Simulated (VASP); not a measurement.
Crystal: MnO2.

```
Mn O
1.0
     4.40042    0.00000    0.00000
     0.00000    4.40042    0.00000
     0.00000    0.00000    2.86708
Mn O
2 4
Direct
  0.50000 0.50000 0.50000
  0.00000 0.00000 0.00000
  0.80492 0.19508 0.50000
  0.69508 0.69508 0.00000
  0.19508 0.80492 0.50000
  0.30492 0.30492 0.00000
```

Base run:

| Item | Value |
| --- | --- |
| Program | VASP 6.6.1 |
| Functional | r2SCAN |
| Potentials or basis | VASP PAW PBE potentials, release 64 (Mn_pv, O) |
| Cutoff | 520 eV |
| k mesh | 8 × 8 × 13 |
| Occupations | fermi-dirac, width 0.05 eV |
| Spin | collinear spin, ferromagnetic start |
| Starting moments | [4.0, 4.0, 0.0, 0.0, 0.0, 0.0] μB |

Its results: pressure 0.3 GPa; net moment 6.00 μB per cell; site moments Mn +2.81; O +0.06 μB; largest force 0.018 eV/Å.

Q: After a change of settings the same cell gave: pressure 7.0 GPa; net moment 5.99 μB per cell; site moments Mn +2.69; O +0.10 μB; largest force 0.029 eV/Å. Which change was it?
A. k mesh from 8 × 8 × 13 to 5 × 5 × 8; further incar settings from ALGO = Normal; EDIFF = 1e-07; NBANDS = 38 to ALGO = Normal; EDIFF = 1e-06; NBANDS = 38
B. functional from r2SCAN to PBEsol; k mesh from 8 × 8 × 13 to 6 × 6 × 9
C. functional from r2SCAN to PBE; k mesh from 8 × 8 × 13 to 5 × 5 × 8

A: C.

Caveats: only a ferromagnetic start was run, and an antiferromagnetic order may lie lower in energy; the PAW data sets were made with another functional, which shifts forces and pressure a little (at least some runs); the cell stands under pressure (at least some runs).
